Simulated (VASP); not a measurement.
# Be16H (a cell with a defect) in VASP: a series of runs

Runs on Be16H (a cell with a defect). Level: PBE. Tasks: single point.

Program: VASP 6.6.1. These are calculated values, not measurements. Logs are shortened: lines on timing, memory, paths and dates and some standing lists are left out, and cuts for length are marked.

## 1. The cell of the first run

The cell holds a defect, 17 atoms: a = 4.580 Å, b = 3.966 Å, c = 7.177 Å, α = 90.00°, β = 90.00°, γ = 90.00°.

## 2. Single point, PBE

File INCAR:

```
SYSTEM = Be16H
  PREC = Accurate
  ENCUT = 520
  EDIFF = 1E-6
  ISMEAR = 0
  SIGMA = 0.1
  LREAL = Auto
  LASPH = .True.
  NELM = 100
  ALGO = Normal
  ISIF = 2
  LWAVE = .False.
  LCHARG = .False.
  GGA = PE
  NBANDS = 30
```

File KPOINTS:

```
Automatic mesh
0
Gamma
  5 6 4
  0 0 0
```

File POSCAR:

```
Be16H
1.0
   -2.2900000000     -3.9663960000      0.0000000000
    3.4350000000     -1.9831980000      0.0000000000
    0.0000000000      0.0000000000      7.1768600000
Be H
16 1
Direct
    0.7512626542      0.4994225555     -0.0014842145
    0.4998218532      0.3315496489      0.2460017333
    0.7722982623      0.5120710395      0.4989082969
    0.4998028390      0.3322315870      0.7544462341
    0.4998248171     -0.0040763228     -0.0017341846
    0.2476493003      0.8326383982      0.2472836310
    0.4998372325     -0.0357117140      0.4983820222
    0.2491584566      0.8328683743      0.7471162876
    0.2483748210      0.4994126172     -0.0014798951
   -0.0001651957      0.3314849205      0.2455693716
    0.2273336898      0.5120681658      0.4989036988
   -0.0001676185      0.3316707871      0.7482986989
   -0.0001898457     -0.0002808578     -0.0027925862
    0.7520299487      0.8326563559      0.2472885078
   -0.0001529997      0.0102712171      0.4967156946
    0.7504923923      0.8328805177      0.7471164270
    0.4998513040      0.3286458475      0.4702638758
```

Potentials or basis: VASP PAW PBE potentials, release 64 (Be, H).

The run is started by

```
$ cat potpaw_PBE.64/Be/POTCAR potpaw_PBE.64/H/POTCAR > POTCAR
$ mpirun -np 1 vasp_std > vasp.out
```

OUTCAR:

```text
SYSTEM = Be16H
   PREC = Accurate
   ENCUT = 520
   EDIFF = 1E-6
   ISMEAR = 0
   LREAL = Auto
   LASPH = .True.
   NELM = 100
   ISIF = 2
   GGA = PE

 ion  position               nearest neighbor table
   1  0.751  0.499  0.999-   4 2.20  10 2.21   2 2.22  14 2.22  12 2.23  16 2.24   9 2.28   5 2.28
                            13 2.29  13 2.29   9 2.30   5 2.31
   2  0.500  0.332  0.246-  17 1.61   9 2.22   1 2.22   5 2.22  10 2.29  10 2.29   6 2.29  14 2.29
                             6 2.30  14 2.30  11 2.32   3 2.32   7 2.32
   3  0.772  0.512  0.499-  17 1.46  11 2.08   7 2.19  12 2.19  16 2.19  14 2.21  10 2.21  15 2.23
                            15 2.25   2 2.32   4 2.33
   4  0.500  0.332  0.754-   9 2.20   1 2.20   5 2.20   8 2.29  16 2.29  12 2.29  12 2.29   8 2.29
                            16 2.29  11 2.33   3 2.33   7 2.35
   5  0.500  0.996  0.998-   4 2.20   2 2.22   6 2.22  14 2.22  16 2.23   8 2.23   1 2.28   9 2.28
                            13 2.29  13 2.29   9 2.31   1 2.31
   6  0.248  0.833  0.247-   7 2.20  11 2.21   9 2.22   5 2.22  13 2.22  15 2.23  14 2.27  10 2.28
                            10 2.29   2 2.29   2 2.30  14 2.31
   7  0.500  0.964  0.498-  17 1.46   3 2.19  11 2.19  16 2.19   8 2.19  14 2.20   6 2.20  15 2.30
                            15 2.30   2 2.32   4 2.35
   8  0.249  0.833  0.747-   7 2.19  11 2.19  13 2.23   5 2.23   9 2.24  15 2.24  16 2.28  12 2.28
                             4 2.29  12 2.29   4 2.29  16 2.30
   9  0.248  0.499  0.999-   4 2.20  10 2.21   2 2.22   6 2.22  12 2.23   8 2.24   1 2.28   5 2.28
                            13 2.29  13 2.29   1 2.30   5 2.31
  10  1.000  0.331  0.246-  15 2.21   9 2.21   1 2.21  11 2.21   3 2.21  13 2.22  14 2.28   6 2.28
                             6 2.29  14 2.29   2 2.29   2 2.29
  11  0.227  0.512  0.499-  17 1.46   3 2.08   7 2.19  12 2.19   8 2.19   6 2.21  10 2.21  15 2.23
                            15 2.25   2 2.32   4 2.33
  12  1.000  0.332  0.748-  11 2.19   3 2.19  15 2.21  13 2.22   9 2.23   1 2.23  16 2.28   8 2.28
                             4 2.29   4 2.29   8 2.29  16 2.29
  13  1.000  1.000  0.997-  10 2.22  12 2.22  14 2.22   6 2.22  16 2.23   8 2.23   1 2.29   9 2.29
                             1 2.29   9 2.29   5 2.29   5 2.29
  14  0.752  0.833  0.247-   7 2.20   3 2.21   1 2.22   5 2.22  13 2.22  15 2.23   6 2.27  10 2.28
                            10 2.29   2 2.29   2 2.30   6 2.31
  15  1.000  0.010  0.497-  10 2.21  12 2.21  14 2.23   6 2.23  11 2.23   3 2.23   8 2.24  16 2.24
                            11 2.25   3 2.25   7 2.30   7 2.30
  16  0.750  0.833  0.747-   7 2.19   3 2.19  13 2.23   5 2.23   1 2.24  15 2.24   8 2.28  12 2.28
                             4 2.29  12 2.29   4 2.29   8 2.30
  17  0.500  0.329  0.470-   3 1.46   7 1.46  11 1.46   2 1.61

  LATTYP: Found a simple orthorhombic cell.
 ALAT       =     3.9663962620
 B/A-ratio  =     1.1547004875
 C/A-ratio  =     1.8094157835

  Lattice vectors:

 A1 = (  -3.4350000000,   1.9831980000,   0.0000000000)
 A2 = (  -2.2900000000,  -3.9663960000,   0.0000000000)
 A3 = (   0.0000000000,   0.0000000000,   7.1768600000)

Analysis of symmetry for initial positions (statically):
=====================================================================
 Subroutine PRICEL returns:
 Original cell was already a primitive cell.

 Routine SETGRP: Setting up the symmetry group for a
 simple orthorhombic supercell.

 Subroutine GETGRP returns: Found  1 space group operations
 (whereof  1 operations were pure point group operations)
 out of a pool of  8 trial point group operations.

The static configuration has the point symmetry C_1 .

Analysis of symmetry for dynamics (positions and initial velocities):
=====================================================================
 Subroutine PRICEL returns:
 Original cell was already a primitive cell.

 Routine SETGRP: Setting up the symmetry group for a
 simple orthorhombic supercell.

 Subroutine GETGRP returns: Found  1 space group operations
 (whereof  1 operations were pure point group operations)
 out of a pool of  8 trial point group operations.

The dynamic configuration has the point symmetry C_1 .

 Subroutine INISYM returns: Found  1 space group operations
 (whereof  1 operations are pure point group operations),
 and found     1 'primitive' translations

----------------------------------------------------------------------------------------

                                     Primitive cell

  volume of cell :     130.3755

  direct lattice vectors                    reciprocal lattice vectors
[... 58 lines left out ...]
     0.036390102 -0.021009837  0.000000000    -0.000000000  0.166666667  0.000000000
     0.000000000  0.000000000  0.034834175     0.000000000  0.000000000  0.250000000

  Length of vectors
     0.043668125  0.042019671  0.034834175

  Shift w.r.t. Gamma in fractional coordinates (k-lattice)
     0.000000000  0.000000000  0.000000000

 Subroutine IBZKPT returns following result:
 ===========================================

 Found     62 irreducible k-points:

 Following reciprocal coordinates:
            Coordinates               Weight
  0.000000  0.000000  0.000000      1.000000
  0.200000  0.000000  0.000000      2.000000
  0.400000  0.000000  0.000000      2.000000
  0.000000  0.166667  0.000000      2.000000
  0.200000  0.166667  0.000000      2.000000
 -0.200000  0.166667  0.000000      2.000000
[... 16 lines left out ...]
  0.000000  0.166667 -0.250000      2.000000
  0.200000  0.166667  0.250000      2.000000
 [... further k-points ...]
   k-points           NKPTS =     62   k-points in BZ     NKDIM =     62   number of bands    NBANDS=     30
   number of dos      NEDOS =    301   number of ions     NIONS =     17
   total plane-waves  NPLWV =  58320
   dimension x,y,z NGX =    36 NGY =   30 NGZ =   54
   dimension x,y,z NGXF=    72 NGYF=   60 NGZF=  108
   ions per type =              16   1
   NGX,Y,Z   is equivalent  to a cutoff of  13.07, 12.57, 12.51 a.u.
   NGXF,Y,Z  is equivalent  to a cutoff of  26.13, 25.15, 25.02 a.u.
 SYSTEM =  Be16H
   PREC   = accura    normal or accurate (medium, high low for compatibility)
   ISTART =      0    job   : 0-new  1-cont  2-samecut
   ICHARG =      2    charge: 1-file 2-atom 10-const
   ISPIN  =      1    spin polarized calculation?
   LNONCOLLINEAR =      F non collinear calculations
   LSORBIT =      F    spin-orbit coupling
   LASPH  =      T    aspherical Exc in radial PAW
   ENCUT  =  520.0 eV  38.22 Ry    6.18 a.u.   8.52  7.37 13.34*2*pi/ulx,y,z
   NELM   =    100;   NELMIN=  2; NELMDL= -5     # of ELM steps
   EDIFF  = 0.1E-05   stopping-criterion for ELM
   LREAL  =      T    real-space projection
   EDIFFG = 0.1E-04   stopping-criterion for IOM
   NSW    =      0    number of steps for IOM
   IBRION =     -1    ionic relax: 0-MD 1-quasi-New 2-CG
   NFREE  =      0    steps in history (QN), initial steepest desc. (CG)
   ISIF   =      2    stress and relaxation
   ISYM   =      2    0-nonsym 1-usesym 2-fastsym
   POTIM  = 0.5000    time-step for ionic-motion
   TEBEG  =    0.0;   TEEND  =   0.0 temperature during run
   PSTRESS=    0.0 pullay stress
   NELECT =      33.0000    total number of electrons
   NUPDOWN=      -1.0000    fix difference up-down
   EMIN   =  10.00;   EMAX   =-10.00  energy-range for DOS
   EFERMI =   0.00;   METHOD = LEGACY
   ISMEAR =     0;   SIGMA  =   0.10  broadening in eV -4-tet -1-fermi 0-gaus
   EFERMI_NEDOS =   21; number of points for ismear=-14 and -15
   IALGO  =     38    algorithm
   IMIX   =      4    mixing-type and parameters
     AMIX     =   0.40;   BMIX     =  1.00
     AMIX_MAG =   1.60;   BMIX_MAG =  1.00
  volume/ion in A,a.u.               =       7.67        51.75
  Fermi-wavevector in a.u.,A,eV,Ry     =   1.035573  1.956950 14.591049  1.072412
  Thomas-Fermi vector in A             =   2.169923
   LORBIT       =      0    0 simple, 1 ext, 2 COOP (PROOUT), +10 PAW based schemes
   GGA     = PE    functional components
   LHFCALC =     F    Hartree Fock is set to
   AEXX    =    0.0000 exact exchange contribution
   IVDW    =     0    specifies the selected vdW correction
   LEPSILON=     F    determine dielectric tensor
   LRPA    =     F    only Hartree local field effects (RPA)
 non-spin polarized calculation
 Gauss-broadening in eV      SIGMA  =   0.10
  energy-cutoff  :      520.00
  volume of cell :      130.38
 maximum number of plane-waves:      3532
 NGX is ok and might be reduce to    36
   NGX = 17   NGY = 15   NGZ = 27

 number of electron      33.0000001 magnetization

 Free energy of the ion-electron system (eV)
  ---------------------------------------------------
  ext. energy  EPLUGINS =         0.00000000
  ---------------------------------------------------
  free energy    TOTEN  =       -61.91614327 eV

  energy without entropy =      -61.91416231  energy(sigma->0) =      -61.91515279

 E-fermi :   7.3533     XC(G=0): -10.5784

 val. band max:        7.2679870490   @ k =   0.4000   0.5000   0.0000
 cond. band min:       7.4388563689   @ k =   0.4000   0.0000   0.0000
 fundamental gap:      0.1708693199
 Fermi energy:         7.3532542153

 k-point     1 :       0.0000    0.0000    0.0000
  band No.  band energies     occupation
      1      -5.1317      2.00000
      2      -2.9571      2.00000
      3      -2.1781      2.00000
      4      -0.3043      2.00000
      5       0.9651      2.00000
      6       1.5460      2.00000
[... 733 lines left out ...]
     27      11.9543      0.00000
     28      12.2958      0.00000

 [... further k-points ...]

 [bands above 28 left out]

------------------------ aborting loop because EDIFF is reached ----------------------------------------

  FORCE on cell =-STRESS in cart. coord.  units (eV):
  Direction    XX          YY          ZZ          XY          YZ          ZX
  --------------------------------------------------------------------------------------
  -------------------------------------------------------------------------------------
  Total        0.9640553      1.4421271     -0.4873048      0.4124851     -0.0291621      0.0506351
  in kB       11.8472218     17.7222187     -5.9884612      5.0690059     -0.3583719      0.6222515
  external PRESSURE =       7.8603264 kB  Pullay stress =       0.0000000 kB

 VOLUME and BASIS-vectors are now :
 -----------------------------------------------------------------------------
  energy-cutoff  :      520.00
  volume of cell :      130.38
      direct lattice vectors                 reciprocal lattice vectors
    -2.290000000 -3.966396000  0.000000000    -0.109170306 -0.189088533  0.000000000
     3.435000000 -1.983198000  0.000000000     0.218340611 -0.126059022  0.000000000
     0.000000000  0.000000000  7.176860000     0.000000000  0.000000000  0.139336702

 POSITION                                       TOTAL-FORCE (eV/Angst)
 -----------------------------------------------------------------------------------
     -0.00487     -3.97026      7.16621        -0.000629      0.000002     -0.002316
     -0.00572     -2.64002      1.76552         0.003845     -0.002447      0.021651
     -0.00960     -4.07878      3.58059         0.001403     -0.002165      0.009540
     -0.00333     -2.64130      5.41455         0.000732     -0.001210     -0.019803
      2.27640     -3.95762      7.16441        -0.001794      0.001112     -0.006567
      2.29300     -2.63356      1.77472        -0.001545      0.002957     -0.005584
[... 9 lines left out ...]
      1.14232     -4.62852      5.36195        -0.000364      0.001417     -0.001356
     -0.01576     -2.63438      3.37502         0.004202     -0.000966     -0.021311
 -----------------------------------------------------------------------------------
    total drift:                               -0.000544     -0.000090      0.000018

  FREE ENERGIE OF THE ION-ELECTRON SYSTEM (eV)
  ---------------------------------------------------
  free  energy   TOTEN  =       -61.9161432728 eV

  energy  without entropy=      -61.9141623140  energy(sigma->0) =      -61.91515279
```

Wall time 9.2 min (1 thread of Intel Xeon 8259CL, shared host); peak memory 0.32 GiB.

What came out:

- Free energy: -61.9161 eV
- Pressure: 0.8 GPa
- Largest force: 0.022 eV/Å
- Band gap on the k mesh: zero (an odd number of electrons rules out a gap without spin polarisation)

Forces in eV/Å, atoms in the order of the input:
```
Be  -0.001  0.000 -0.002
Be   0.004 -0.002  0.022
Be   0.001 -0.002  0.010
Be   0.001 -0.001 -0.020
Be  -0.002  0.001 -0.007
Be  -0.002  0.003 -0.006
Be  -0.007  0.004  0.019
Be  -0.001  0.000 -0.001
Be   0.000  0.000 -0.003
Be   0.002 -0.001 -0.004
Be   0.001 -0.001  0.010
Be   0.001  0.000 -0.002
Be  -0.001  0.000 -0.005
Be  -0.004  0.000 -0.006
Be   0.003 -0.001  0.019
Be   0.000  0.001 -0.001
H    0.004 -0.001 -0.021
```

## 3. Single point, PBE

File INCAR:

```
ALGO     = Normal         # electronic algorithm
EDIFF    = 1E-7           # SCF threshold, eV
ENCUT    = 520            # plane-wave cutoff, eV
GGA      = PE             # functional
ISIF     = 2              # what is computed and relaxed
ISMEAR   = 0              # smearing method
LASPH    = True           # aspherical terms in the spheres
LCHARG   = False          # write CHGCAR
LREAL    = Auto         
LWAVE    = False          # write WAVECAR
NBANDS   = 30             # bands
NELM     = 80             # most SCF steps
PREC     = Accurate       # precision mode
SIGMA    = 0.1            # smearing width, eV
```

File KPOINTS:

```
k-points
0
Gamma
  5 6 4
```

File POSCAR:

```
Be16H
1.0
   -2.2900000000     -3.9663960000      0.0000000000
    3.4350000000     -1.9831980000      0.0000000000
    0.0000000000      0.0000000000      7.1768600000
Be H
16 1
Direct
    0.7442346116      0.5074772229     -0.0042072717
    0.4820966904      0.3437320003      0.2435174993
    0.7441816049      0.5289769651      0.5054518271
    0.4927765220      0.3430061821      0.7484498792
    0.4930683527      0.0074761361      0.0007253869
    0.2442596871      0.8394135906      0.2519323214
    0.4868778060     -0.0002456548      0.5036996681
    0.2442258382      0.8390052895      0.7526588229
    0.2442706172      0.5112802659     -0.0038679868
    0.0063689046      0.3438866933      0.2434227503
    0.2442758739      0.5103454880      0.5018586123
   -0.0042934226      0.3430017649      0.7483993000
   -0.0045963333      0.0074414547      0.0007085271
    0.7441896834      0.8488728894      0.2483515075
    0.0015818523     -0.0003198131      0.5036704074
    0.7442274476      0.8512928253      0.7538805271
    0.7443766517      0.2656781754      0.3549805904
```

Potentials or basis: VASP PAW PBE potentials, release 64 (Be, H).

The run is started by

```
$ cat potpaw_PBE.64/Be/POTCAR potpaw_PBE.64/H/POTCAR > POTCAR
$ mpirun -np 1 vasp_std > vasp.out
```

Wall time 2.5 min (1 thread of Intel Xeon 6975P-C (Granite Rapids), shared host); peak memory 0.32 GiB.

The run converged. Its results:

```yaml
Free_energy: -61.6773 eV
Pressure: 0.4 GPa
Largest_force: 0.462 eV/Å
Band_gap_on_the_k_mesh: zero (an odd number of electrons rules out a gap without spin polarisation)
```

Forces in eV/Å, atoms in the order of the input:
```
Be   0.019 -0.011  0.011
Be   0.034 -0.059  0.005
Be   0.031 -0.019 -0.054
Be   0.017 -0.016 -0.009
Be   0.025 -0.009 -0.013
Be   0.030 -0.017 -0.013
Be   0.027 -0.005 -0.010
Be   0.017 -0.010 -0.002
Be   0.013 -0.007 -0.006
Be   0.066  0.001  0.007
Be   0.017 -0.009 -0.012
Be   0.022 -0.007 -0.007
Be   0.021 -0.017 -0.013
Be   0.002 -0.003 -0.031
Be   0.019 -0.021 -0.010
Be   0.011 -0.007 -0.022
H   -0.368  0.214  0.178
```

Stress tensor (GPa, compression positive):
```
 0.88  0.21 -0.25
 0.21  1.13  0.15
-0.25  0.15 -0.72
```

Levels at points of the mesh, in eV from the Fermi level:
```tsv
k point	band 12	band 13	band 14	band 15	band 16	band 17	band 18	band 19	band 20	band 21
(0.00, 0.00, 0.00)	-4.20	-4.11	-3.70	-0.63	0.31	0.32	0.49	0.81	1.12	1.12
(0.00, 0.50, 0.00)	-4.07	-3.73	-3.71	-2.80	-2.63	0.25	0.56	0.70	0.74	0.86
(0.00, 0.00, 0.50)	-3.60	-2.59	-2.17	-2.07	-1.98	0.39	1.46	1.60	1.66	1.73
(0.00, 0.50, 0.50)	-4.98	-3.91	-3.81	-3.66	-3.60	0.84	1.56	1.61	1.92	2.11
```

[end of part 1 of 3]

The gap in the log of VASP goes by the Fermi energy; the results here count the filled bands.